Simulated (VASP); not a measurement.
# Ga4P3N: relaxation of cell and atoms with PBE

Crystal: Ga4P3N.

```
N Ga P
1.0
    -2.47877    2.47877    4.95753
     2.47877   -2.47877    4.95753
     2.47877    2.47877   -4.95753
N Ga P
1 4 3
Direct
  0.00000 0.00000 0.00000
  0.62500 0.62500 0.50000
  0.87500 0.37500 0.00000
  0.12500 0.12500 0.50000
  0.37500 0.87500 0.00000
  0.25000 0.75000 0.50000
  0.50000 0.50000 0.00000
  0.75000 0.25000 0.50000
```

| Item | Value |
| --- | --- |
| Program | VASP 6.6.1 |
| Task | relaxation of cell and atoms |
| Functional | PBE |
| Potentials or basis | VASP PAW PBE potentials, release 64 (N, Ga_d, P) |
| Cutoff | 600 eV |
| k mesh | 6 × 6 × 6 |
| Occupations | fermi-dirac, width 0.02 eV |
| Spin | no spin polarisation |
| Dipole correction | no |
| Further INCAR settings | ALGO = Normal; EDIFF = 1e-07; IBRION = 2; EDIFFG = -0.005; NSW = 80; ISIF = 3 |

```yaml
Relaxed_volume: 18.18 Å³/atom
Relaxed_cell: a = 6.418 Å, b = 6.418 Å, c = 6.418 Å, α = 131.44°, β = 131.44°, γ = 71.11°
Space_group_after_relaxing_to_0.1_Å: I-42m (No. 121)
Energy_gained_by_relaxing: 453.0 meV/atom
Ionic_steps: 16
Pressure_after_relaxing: 0.0 GPa
Band_gap_on_the_k_mesh: 0.80 eV
```

Step by step:
| step | energy change (eV) | largest force (eV/Å) | pressure (GPa) | volume (Å³) |
| --- | --- | --- | --- | --- |
| 1 | 0.0000 | 3.9090 | 29.38 | 121.84 |
| 2 | -2.1363 | 0.4638 | -11.48 | 178.03 |
| 3 | -3.1592 | 1.3162 | -3.31 | 153.21 |
| 4 | -3.1609 | 1.3600 | -2.87 | 152.37 |
| 5 | -3.5091 | 0.7546 | -1.40 | 148.29 |
| 6 | -3.6147 | 0.2367 | 0.51 | 144.63 |
| 7 | -3.6153 | 0.2242 | 0.34 | 144.93 |
| 8 | -3.6152 | 0.2272 | 0.42 | 144.78 |
| 9 | -3.6233 | 0.0726 | -0.07 | 145.57 |
| 10 | -3.6235 | 0.0552 | -0.17 | 145.72 |
| 11 | -3.6240 | 0.0113 | 0.09 | 145.31 |
| 12 | -3.6240 | 0.0129 | 0.05 | 145.37 |
| 13 | -3.6241 | 0.0053 | 0.00 | 145.47 |
| 14 | -3.6241 | 0.0054 | -0.02 | 145.48 |
| 15 | -3.6241 | 0.0054 | 0.00 | 145.47 |
| 16 | -3.6241 | 0.0015 | 0.00 | 145.47 |

Final structure:
```
CELL_PARAMETERS angstrom
-2.63911 2.63911 5.22163
2.63911 -2.63911 5.22163
2.63911 2.63911 -5.22163
ATOMIC_POSITIONS crystal
N 0.00000 0.00000 0.00000
Ga 0.66603 0.66603 0.56128
Ga 0.89524 0.33397 0.00000
Ga 0.10475 0.10475 0.43872
Ga 0.33397 0.89524 0.00000
P 0.25000 0.75000 0.50000
P 0.50000 0.50000 0.00000
P 0.75000 0.25000 0.50000
```

Levels at points of the mesh, in eV from the valence-band top:
| k point | band 33 | band 34 | band 35 | band 36 | band 37 | band 38 | band 39 | band 40 |
| --- | --- | --- | --- | --- | --- | --- | --- | --- |
| (0.00, 0.00, 0.00) | -2.49 | -0.01 | -0.01 | 0.00 | 0.80 | 2.34 | 2.37 | 4.28 |
| (0.50, 0.00, 0.00) | -2.01 | -1.84 | -1.56 | -0.59 | 3.21 | 3.43 | 3.50 | 3.97 |
| (0.50, 0.50, 0.00) | -0.95 | -0.59 | -0.59 | -0.46 | 1.06 | 2.78 | 3.48 | 4.01 |
| (0.50, 0.50, 0.50) | -1.68 | -1.68 | -1.06 | -1.06 | 1.82 | 1.85 | 2.51 | 2.51 |

Wall time 63 min on 1 thread of Intel(R) Xeon(R) Platinum 8488C (Sapphire Rapids), with other jobs on the host, peak memory 0.48 GiB.

Caveat: the volume moved by over 15 % at a fixed basis, so the end points are rough. A k mesh can miss the band edges.
